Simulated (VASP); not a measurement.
Runs of VASP 6.6.1 on Tl. The structure is that of space group Fd-3m (No. 227), or close to it. The cells are those of the table. This isn't the form of Tl at room conditions, which is hcp.

| cell | k mesh | gap on the mesh (eV) | pressure (GPa) |
| --- | --- | --- | --- |
| a = 4.783 Å, angles 60.0°, 2 atoms | 9 × 9 × 9 | none | 1.9 |
| a = 5.045 Å, angles 60.0°, 2 atoms | 9 × 9 × 9 | none | -1.1 |
| a = 5.107 Å, angles 60.0°, 2 atoms | 9 × 9 × 9 | none | (b) |
| a = 4.851 Å, angles 60.0°, 2 atoms | 9 × 9 × 9 | none | 0.8 |
| a = 4.982 Å, angles 60.0°, 2 atoms | 9 × 9 × 9 | none | (a) |
| a = 4.917 Å, angles 60.0°, 2 atoms | 8 × 8 × 8 | none | 0.0 |
| a = 4.712 Å, angles 60.0°, 2 atoms | 9 × 9 × 9 | none | 3.2 |
| a = 4.917 Å, angles 60.0°, 2 atoms | 13 × 13 × 13 | none | -0.1 |
| a = 4.917 Å, angles 60.0°, 2 atoms | 9 × 9 × 9 | none | 0.0 |

Alike in all rows: task single point; level r2SCAN; potentials or basis VASP PAW PBE potentials, release 64 (Tl_d); no spin polarisation; cutoff (eV) 550; smearing fermi-dirac 0.1 eV.

Problem. Fill in the values left out.

Solution. (a) -0.6; (b) -1.5.

Caveats: the PAW data sets were made with another functional, which shifts forces and pressure a little; spin-orbit coupling is left out, which moves the levels of the heavy elements; the cell stands under pressure (at least some runs).

A k mesh can miss the band edges, and the runs leave out spin-orbit coupling on Tl.

A gap of «none» marks levels without a gap at the run's occupations.
